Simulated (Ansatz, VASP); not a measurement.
# Nb: VASP beside Ansatz

INCAR

```
SYSTEM = Nb
PREC = Accurate ; ENCUT = 520
EDIFF = 1E-7 ; ISMEAR = -1
SIGMA = 0.05 ; LREAL = .FALSE.
LASPH = .TRUE. ; NELM = 60
ALGO = Normal ; ISIF = 2
LWAVE = .FALSE. ; LCHARG = .FALSE.
NBANDS = 20
```

Contents of KPOINTS:

```
regular mesh
0
G
  11 11 11
  0 0 0
```

POSCAR

```
Nb
1.0
    3.2478102620      0.0000000000      0.0000000000
    0.0000000000      3.2478102620      0.0000000000
    0.0000000000      0.0000000000      3.2478102620
Nb
2
Direct
    0.0000000000      0.0000000000      0.0000000000
    0.5000000000      0.5000000000      0.5000000000
```

Input for Ansatz:

```yaml
crystal:
  lattice:
    - [3.247810262, 0.0, 0.0]
    - [0.0, 3.247810262, 0.0]
    - [0.0, 0.0, 3.247810262]
  atoms:
    - { symbol: Nb, position: [0.0, 0.0, 0.0] }
    - { symbol: Nb, position: [0.5, 0.5, 0.5] }
kpoints:
  mp_grid: { grid: [11, 11, 11] }
scf:
  occupations: { method: fermi_dirac, width: 0.05 }
hamiltonian:
  xc: lda
  pseudopotentials: { kind: paw }
output:
  forces: true
  stress: true
  eigenvalues: true
```

Alike in both runs: task single point; functional LDA; k mesh 11 × 11 × 11; occupations fermi-dirac, width 0.05 eV; no spin polarisation.

|  | VASP | Ansatz |
| --- | --- | --- |
| version | VASP 6.6.1 | Ansatz 0.2.0 |
| potentials or method | VASP PAW LDA potentials, release 64 (Nb_sv) | PAW with Ansatz's default frozen-core files, scalar-relativistic |
| plane-wave cutoff (eV) | 520 | 420 |
| valence electrons in the cell | 26 | 26 |

VASP gave:

| Quantity | Value |
| --- | --- |
| pressure (GPa) | -0.1 |

Problem. Which values does Ansatz return?

Solution. Pressure (GPa): 0.1.

LDA's correlation is that of Perdew and Zunger in VASP and of Perdew and Wang (1992) in Ansatz.
